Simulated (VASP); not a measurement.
A run of VASP 6.6.1 is set up as follows.

Contents of POSCAR:

```
Rb
1.0
    4.5550698096      0.0000000000      0.0000000000
    0.0000000000      4.5550698096      0.0000000000
    0.0000000000      0.0000000000      4.5550698096
Rb
1
Direct
    0.0000000000      0.0000000000      0.0000000000
```

The input INCAR.step1:

```
SYSTEM = Rb
PREC = Accurate ; ENCUT = 520
ISMEAR = 0 ; SIGMA = 0.1
LREAL = .FALSE. ; LASPH = .TRUE.
NELM = 80 ; NBANDS = 10
GGA = PE ; ALGO = Normal
EDIFF = 1E-4 ; LWAVE = .TRUE.
LCHARG = .FALSE.
```

Contents of INCAR.step2:

```
SYSTEM = Rb
PREC = Accurate ; ENCUT = 520
EDIFF = 1E-6 ; ISMEAR = 0
SIGMA = 0.1 ; LREAL = .FALSE.
LASPH = .TRUE. ; NELM = 80
ALGO = Normal ; ISIF = 2
LWAVE = .FALSE. ; LCHARG = .FALSE.
METAGGA = R2SCAN ; LMIXTAU = .TRUE.
NBANDS = 10 ; ISTART = 1
```

Contents of KPOINTS:

```
regular mesh
0
G
  4 4 4
  0 0 0
```

Potentials or basis: VASP PAW PBE potentials, release 64 (Rb_sv).

Command:

```bash
$ cat potpaw_PBE.64/Rb_sv/POTCAR > POTCAR
$ cp INCAR.step1 INCAR
$ mpirun -np 1 vasp_std > vasp.out
$ cp INCAR.step2 INCAR
$ mpirun -np 1 vasp_std > vasp.out
```

Q: Estimate the pressure.

A: 0.1 GPa.

Q: Predict the band gap on the k mesh.

A: Zero (an odd number of electrons rules out a gap without spin polarisation).

Caveat: the PAW data sets were made with another functional, which shifts forces and pressure a little.
